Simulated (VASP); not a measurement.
# BiTe (Fm-3m) in VASP: notebook, part 2 of 2

VASP 6.6.1.

**5. Relaxation of the atoms, r2SCAN**

This run uses another cell than the first one, of 35.29 Å³/atom.

POSCAR

```
BiTe
1.0
    0.0000000000      3.2800516800      3.2800516800
    3.2800516800      0.0000000000      3.2800516800
    3.2800516800      3.2800516800      0.0000000000
Bi Te
1 1
Direct
    0.0000000000      0.0000000000      0.0000000000
    0.5000000000      0.5000000000      0.5000000000
```

INCAR.step1

```
SYSTEM = BiTe
ALGO     = Normal         ! electronic algorithm
EDIFF    = 1E-5           ! SCF threshold, eV
EDIFFG   = -0.01          ! ionic threshold
ENCUT    = 500            ! plane-wave cutoff, eV
GGA      = PE             ! functional
GGA_COMPAT= .FALSE.      
IBRION   = 2              ! ionic algorithm
ISMEAR   = -1             ! smearing method
LASPH    = .TRUE.         ! aspherical terms in the spheres
LCHARG   = .FALSE.        ! write CHGCAR
LREAL    = .FALSE.        ! projectors in reciprocal space
LWAVE    = .TRUE.         ! write WAVECAR
NELM     = 120            ! most SCF steps
NELMIN   = 4            
NSW      = 100            ! ionic steps
PREC     = Accurate       ! precision mode
SIGMA    = 0.1            ! smearing width, eV
```

INCAR.step2

```
SYSTEM = BiTe
ALGO     = Normal         ! electronic algorithm
EDIFF    = 1E-7           ! SCF threshold, eV
EDIFFG   = -0.01          ! ionic threshold
ENCUT    = 500            ! plane-wave cutoff, eV
GGA_COMPAT= .FALSE.      
IBRION   = 2              ! ionic algorithm
ISIF     = 2              ! what is computed and relaxed
ISMEAR   = -1             ! smearing method
ISTART   = 1            
LASPH    = .TRUE.         ! aspherical terms in the spheres
LCHARG   = .FALSE.        ! write CHGCAR
LMIXTAU  = .TRUE.       
LREAL    = .FALSE.        ! projectors in reciprocal space
LWAVE    = .FALSE.        ! write WAVECAR
METAGGA  = R2SCAN         ! meta-GGA
NELM     = 120            ! most SCF steps
NELMIN   = 4            
NSW      = 50             ! ionic steps
PREC     = Accurate       ! precision mode
SIGMA    = 0.1            ! smearing width, eV
```

KPOINTS

```
k-points
0
G
  9 9 9
  0 0 0
```

Potentials or basis: VASP PAW PBE potentials, release 64 (Bi_d, Te).

On the command line:

```bash
$ cat potpaw_PBE.64/Bi_d/POTCAR potpaw_PBE.64/Te/POTCAR > POTCAR
$ cp INCAR.step1 INCAR
$ mpirun -np 1 vasp_std > vasp.out
$ cp INCAR.step2 INCAR
$ mpirun -np 1 vasp_std > vasp.out
```

OUTCAR:

```text
SYSTEM = BiTe
   EDIFF = 1E-7
   EDIFFG = -0.01
   ENCUT = 500
   IBRION = 2
   ISIF = 2
   ISMEAR = -1
   ISTART = 1
   LASPH = .TRUE.
   LREAL = .FALSE.
   METAGGA = R2SCAN
   NELM = 120
   NELMIN = 4
   NSW = 50
   PREC = Accurate

 ion  position               nearest neighbor table
   1  0.000  0.000  0.000-   2 3.28   2 3.28   2 3.28   2 3.28   2 3.28   2 3.28
   2  0.500  0.500  0.500-   1 3.28   1 3.28   1 3.28   1 3.28   1 3.28   1 3.28

  LATTYP: Found a face centered cubic cell.
 ALAT       =     6.5601033600

  Lattice vectors:

 A1 = (   0.0000000000,   3.2800516800,   3.2800516800)
 A2 = (   3.2800516800,   0.0000000000,   3.2800516800)
 A3 = (   3.2800516800,   3.2800516800,   0.0000000000)

Analysis of symmetry for initial positions (statically):
=====================================================================
 Subroutine PRICEL returns:
 Original cell was already a primitive cell.

 Routine SETGRP: Setting up the symmetry group for a
 face centered cubic supercell.

 Subroutine GETGRP returns: Found 48 space group operations
 (whereof 48 operations were pure point group operations)
 out of a pool of 48 trial point group operations.

[... 172 lines left out ...]
      1     -17.7970      2.00000
      2     -17.7970      2.00000
      3     -17.7940      2.00000
      4     -17.7940      2.00000
      5     -17.7940      2.00000
      6      -7.7651      2.00000
      7      -2.3756      2.00000
      8       3.4117      2.00000
      9       3.4117      2.00000
     10       3.4117      2.00000
     11       8.2462      0.00000
     12       8.2462      0.00000
     13       8.2462      0.00000
     14      11.1710      0.00000
[... 377 lines left out ...]
      1     -17.8100      2.00000
      2     -17.7968      2.00000
      3     -17.7931      2.00000
      4     -17.7851      2.00000
      5     -17.7851      2.00000
      6      -6.1062      2.00000
      7      -4.1802      2.00000
      8       0.5954      2.00000
      9       2.0313      2.00000
     10       2.0313      2.00000
     11       8.7907      0.00000
     12       9.5971      0.00000
     13       9.5971      0.00000
     14      10.6418      0.00000

 [... further k-points ...]
[... 5 lines left out ...]
  --------------------------------------------------------------------------------------
  -------------------------------------------------------------------------------------
  Total       -0.8354535     -0.8354535     -0.8354535      0.0000000      0.0000000     -0.0000000
  in kB      -18.9653484    -18.9653484    -18.9653484      0.0000000      0.0000000     -0.0000000
  external PRESSURE =     -18.9653484 kB  Pullay stress =       0.0000000 kB

 VOLUME and BASIS-vectors are now :
 -----------------------------------------------------------------------------
  energy-cutoff  :      500.00
  volume of cell :       70.58
      direct lattice vectors                 reciprocal lattice vectors
     0.000000000  3.280051680  3.280051680    -0.152436623  0.152436623  0.152436623
     3.280051680  0.000000000  3.280051680     0.152436623 -0.152436623  0.152436623
     3.280051680  3.280051680  0.000000000     0.152436623  0.152436623 -0.152436623

 POSITION                                       TOTAL-FORCE (eV/Angst)
 -----------------------------------------------------------------------------------
      0.00000      0.00000      0.00000         0.000000     -0.000000      0.000000
      3.28005      3.28005      3.28005        -0.000000      0.000000     -0.000000
 -----------------------------------------------------------------------------------
    total drift:                               -0.000000      0.000000      0.000000

  FREE ENERGIE OF THE ION-ELECTRON SYSTEM (eV)
  ---------------------------------------------------
  free  energy   TOTEN  =       -84.0297849042 eV

  energy  without entropy=      -83.9757641887  energy(sigma->0) =      -84.00277455

 reached required accuracy - stopping structural energy minimisation
```

OUTCAR.step1:

```text
SYSTEM = BiTe
   EDIFF = 1E-5
   EDIFFG = -0.01
   ENCUT = 500
   GGA = PE
   IBRION = 2
   ISMEAR = -1
   LASPH = .TRUE.
[... 632 lines left out ...]
      0.00000      0.00000      0.00000         0.000000      0.000000      0.000000
      3.28005      3.28005      3.28005         0.000000      0.000000     -0.000000
 -----------------------------------------------------------------------------------
    total drift:                               -0.000000      0.000000      0.000000

  FREE ENERGIE OF THE ION-ELECTRON SYSTEM (eV)
  ---------------------------------------------------
  free  energy   TOTEN  =        -7.1894223642 eV

  energy  without entropy=       -7.1344911127  energy(sigma->0) =       -7.16195674

 reached required accuracy - stopping structural energy minimisation
```

OSZICAR.step1:

```text
N       E                     dE             d eps       ncg     rms          rms(c)
DAV:   1     0.154499286842E+03    0.15450E+03   -0.98277E+03   986   0.139E+03
DAV:   2     0.361336802431E+01   -0.15089E+03   -0.14896E+03  1070   0.356E+02
DAV:   3    -0.695454648014E+01   -0.10568E+02   -0.10432E+02  1280   0.100E+02
DAV:   4    -0.720878097050E+01   -0.25423E+00   -0.25401E+00  1090   0.181E+01
DAV:   5    -0.722006479856E+01   -0.11284E-01   -0.11284E-01  1382   0.338E+00    0.589E+00
DAV:   6    -0.718466263562E+01    0.35402E-01   -0.13738E-01  1238   0.265E+00    0.369E+00
DAV:   7    -0.718923695675E+01   -0.45743E-02   -0.30976E-02  1202   0.110E+00    0.645E-01
DAV:   8    -0.718924630865E+01   -0.93519E-05   -0.42132E-03  1124   0.543E-01    0.150E-01
DAV:   9    -0.718942044050E+01   -0.17413E-03   -0.47250E-04  1046   0.175E-01    0.529E-02
DAV:  10    -0.718942236419E+01   -0.19237E-05   -0.14618E-05  1036   0.308E-02
   1 F= -.71894224E+01 E0= -.71619567E+01  d E =-.718942E+01
```

Run time: 78 s. Hardware: 1 thread of Intel Xeon Platinum 8488C (Sapphire Rapids), shared host; peak memory 0.24 GiB.

What came out:

```yaml
Free_energy: -84.0298 eV
Pressure_after_relaxing: -1.9 GPa
Band_gap_on_the_k_mesh: zero (an odd number of electrons rules out a gap without spin polarisation)
```

Final structure:
```
Bi Te
1.0
     0.00000    3.28005    3.28005
     3.28005    0.00000    3.28005
     3.28005    3.28005    0.00000
Bi Te
1 1
Direct
  0.00000 0.00000 0.00000
  0.50000 0.50000 0.50000
```

Caveat: the relaxation stopped at its first step, so nothing moved; the PAW data sets were made with another functional, which shifts forces and pressure a little; spin-orbit coupling is left out, which moves the levels of the heavy elements.

**6. Relaxation of the atoms, r2SCAN**

POSCAR

```
BiTe
1.0
    0.0000000000      3.3009442900      3.3009442900
    3.3009442900      0.0000000000      3.3009442900
    3.3009442900      3.3009442900      0.0000000000
Bi Te
1 1
Direct
    0.0000000000      0.0000000000      0.0000000000
    0.5000000000      0.5000000000      0.5000000000
```

INCAR.step1

```
SYSTEM = BiTe
ALGO = Normal ; EDIFF = 1E-5
EDIFFG = -0.01 ; ENCUT = 500
GGA = PE ; GGA_COMPAT = .False.
IBRION = 2 ; ISMEAR = -1
LASPH = .True. ; LCHARG = .False.
LREAL = .False. ; LWAVE = .True.
NELM = 120 ; NELMIN = 4
NSW = 100 ; PREC = Accurate
SIGMA = 0.1
```

INCAR.step2

```
SYSTEM = BiTe
ALGO = Normal ; EDIFF = 1E-7
EDIFFG = -0.01 ; ENCUT = 500
GGA_COMPAT = .False. ; IBRION = 2
ISIF = 2 ; ISMEAR = -1
ISTART = 1 ; LASPH = .True.
LCHARG = .False. ; LMIXTAU = .True.
LREAL = .False. ; LWAVE = .False.
METAGGA = R2SCAN ; NELM = 120
NELMIN = 4 ; NSW = 50
PREC = Accurate ; SIGMA = 0.1
```

KPOINTS

```
k-points
0
Gamma
  9 9 9
  0 0 0
```

Potentials or basis: VASP PAW PBE potentials, release 64 (Bi_d, Te).

On the command line:

```bash
$ cat potpaw_PBE.64/Bi_d/POTCAR potpaw_PBE.64/Te/POTCAR > POTCAR
$ cp INCAR.step1 INCAR
$ mpirun -np 1 vasp_std > vasp.out
$ cp INCAR.step2 INCAR
$ mpirun -np 1 vasp_std > vasp.out
```

OUTCAR:

```text
SYSTEM = BiTe
   EDIFF = 1E-7
   EDIFFG = -0.01
   ENCUT = 500
   IBRION = 2
   ISIF = 2
   ISMEAR = -1
   ISTART = 1
   LASPH = .True.
   LREAL = .False.
   METAGGA = R2SCAN
   NELM = 120
   NELMIN = 4
   NSW = 50
   PREC = Accurate

 ion  position               nearest neighbor table
   1  0.000  0.000  0.000-   2 3.30   2 3.30   2 3.30   2 3.30   2 3.30   2 3.30
   2  0.500  0.500  0.500-   1 3.30   1 3.30   1 3.30   1 3.30   1 3.30   1 3.30

  LATTYP: Found a face centered cubic cell.
 ALAT       =     6.6018885800

  Lattice vectors:

[... 588 lines left out ...]
     10       1.8973      2.00000
     11       8.6341      0.00000
     12       9.2858      0.00000
     13       9.2858      0.00000
     14      10.2878      0.00000

 [... further k-points ...]
[... 5 lines left out ...]
  --------------------------------------------------------------------------------------
  -------------------------------------------------------------------------------------
  Total       -1.1919599     -1.1919599     -1.1919599      0.0000000      0.0000000     -0.0000000
  in kB      -26.5477455    -26.5477455    -26.5477455      0.0000000      0.0000000     -0.0000000
  external PRESSURE =     -26.5477455 kB  Pullay stress =       0.0000000 kB

 VOLUME and BASIS-vectors are now :
 -----------------------------------------------------------------------------
  energy-cutoff  :      500.00
  volume of cell :       71.94
      direct lattice vectors                 reciprocal lattice vectors
     0.000000000  3.300944290  3.300944290    -0.151471808  0.151471808  0.151471808
     3.300944290  0.000000000  3.300944290     0.151471808 -0.151471808  0.151471808
     3.300944290  3.300944290  0.000000000     0.151471808  0.151471808 -0.151471808

 POSITION                                       TOTAL-FORCE (eV/Angst)
 -----------------------------------------------------------------------------------
      0.00000      0.00000      0.00000        -0.000000     -0.000000      0.000000
      3.30094      3.30094      3.30094         0.000000      0.000000     -0.000000
 -----------------------------------------------------------------------------------
    total drift:                               -0.000000      0.000000      0.000000

  FREE ENERGIE OF THE ION-ELECTRON SYSTEM (eV)
  ---------------------------------------------------
  free  energy   TOTEN  =       -84.0107378287 eV

  energy  without entropy=      -83.9555553628  energy(sigma->0) =      -83.98314660

 reached required accuracy - stopping structural energy minimisation
```

Run time: 75 s. Hardware: 1 thread of Intel Xeon Platinum 8488C (Sapphire Rapids), shared host; peak memory 0.24 GiB.

Results:

```yaml
Free_energy: -84.0107 eV
Pressure_after_relaxing: -2.7 GPa
Band_gap_on_the_k_mesh: zero (an odd number of electrons rules out a gap without spin polarisation)
```

Final structure:
```
CELL_PARAMETERS angstrom
0.00000 3.30094 3.30094
3.30094 0.00000 3.30094
3.30094 3.30094 0.00000
ATOMIC_POSITIONS crystal
Bi 0.00000 0.00000 0.00000
Te 0.50000 0.50000 0.50000
```

Caveat: the relaxation stopped at its first step, so nothing moved; the PAW data sets were made with another functional, which shifts forces and pressure a little; spin-orbit coupling is left out, which moves the levels of the heavy elements.

**7. Relaxation of the atoms, r2SCAN**

This run uses another cell than the first one, of 33.25 Å³/atom.

POSCAR

```
BiTe
1.0
    0.0000000000      3.2157202800      3.2157202800
    3.2157202800      0.0000000000      3.2157202800
    3.2157202800      3.2157202800      0.0000000000
Bi Te
1 1
Direct
    0.0000000000      0.0000000000      0.0000000000
    0.5000000000      0.5000000000      0.5000000000
```

INCAR.step1

```
SYSTEM = BiTe
PREC = Accurate ; ENCUT = 520
ISMEAR = -1 ; SIGMA = 0.1
LREAL = .False. ; LASPH = .True.
NELM = 100 ; GGA = PE
ALGO = Normal ; EDIFF = 1E-4
LWAVE = .True. ; LCHARG = .False.
```

INCAR.step2

```
SYSTEM = BiTe
PREC = Accurate ; ENCUT = 520
EDIFF = 1E-7 ; ISMEAR = -1
SIGMA = 0.1 ; LREAL = .False.
LASPH = .True. ; NELM = 100
ALGO = Normal ; ISIF = 2
LWAVE = .False. ; LCHARG = .False.
METAGGA = R2SCAN ; LMIXTAU = .True.
IBRION = 2 ; NSW = 50
EDIFFG = -0.01 ; ISTART = 1
```

KPOINTS

```
Automatic mesh
0
Gamma
  9 9 9
  0 0 0
```

On the command line:

```bash
$ cat potpaw_PBE.64/Bi_d/POTCAR potpaw_PBE.64/Te/POTCAR > POTCAR
$ cp INCAR.step1 INCAR
$ mpirun -np 1 vasp_std > vasp.out
$ cp INCAR.step2 INCAR
$ mpirun -np 1 vasp_std > vasp.out
```

Run time: 73 s. Hardware: 1 thread of Intel Xeon Platinum 8488C (Sapphire Rapids), shared host; peak memory 0.24 GiB.

It converged, with:

```yaml
Free_energy: -84.0428 eV
Pressure_after_relaxing: 1.0 GPa
Band_gap_on_the_k_mesh: zero (an odd number of electrons rules out a gap without spin polarisation)
```

Final structure:
```cif
data_structure
_symmetry_space_group_name_H-M 'P 1'
_symmetry_Int_Tables_number 1
_cell_length_a 4.5477
_cell_length_b 4.5477
_cell_length_c 4.5477
_cell_angle_alpha 60.000
_cell_angle_beta 60.000
_cell_angle_gamma 60.000
_cell_volume 66.51
loop_
_atom_site_label
_atom_site_type_symbol
_atom_site_fract_x
_atom_site_fract_y
_atom_site_fract_z
_atom_site_occupancy
Bi1 Bi 0.00000 0.00000 0.00000 1
Te1 Te 0.50000 0.50000 0.50000 1
```

Levels at points of the mesh, in eV from the Fermi level:
| k point | band 7 | band 8 | band 9 | band 10 | band 11 | band 12 | band 13 | band 14 |
| --- | --- | --- | --- | --- | --- | --- | --- | --- |
| (0.00, 0.00, 0.00) | -8.24 | -2.85 | -2.85 | -2.85 | 2.28 | 2.28 | 2.28 | 4.97 |

Caveat: the relaxation stopped at its first step, so nothing moved; the PAW data sets were made with another functional, which shifts forces and pressure a little; spin-orbit coupling is left out, which moves the levels of the heavy elements.

**8. The runs side by side**

| cell | cutoff (eV) | gap on the mesh (eV) | pressure (GPa) |
| --- | --- | --- | --- |
| atoms relaxed from a = 4.668 Å, angles 60.0°, 2 atoms | 520 | none | -2.7 |
| atoms relaxed from a = 4.485 Å, angles 60.0°, 2 atoms | 520 | none | 3.5 |
| atoms relaxed from a = 4.517 Å, angles 60.0°, 2 atoms | 520 | none | 2.2 |
| atoms relaxed from a = 4.639 Å, angles 60.0°, 2 atoms | 500 | none | -1.9 |
| atoms relaxed from a = 4.668 Å, angles 60.0°, 2 atoms | 500 | none | -2.7 |
| atoms relaxed from a = 4.548 Å, angles 60.0°, 2 atoms | 520 | none | 1.0 |

Alike in all rows: task relaxation of the atoms; level r2SCAN; potentials or basis VASP PAW PBE potentials, release 64 (Bi_d, Te); no spin polarisation; k mesh 9 × 9 × 9; smearing fermi-dirac 0.1 eV.

Caveats: the relaxation stopped at its first step, so nothing moved; the PAW data sets were made with another functional, which shifts forces and pressure a little; spin-orbit coupling is left out, which moves the levels of the heavy elements.

Absolute energies hang on the potentials; compare differences alone.
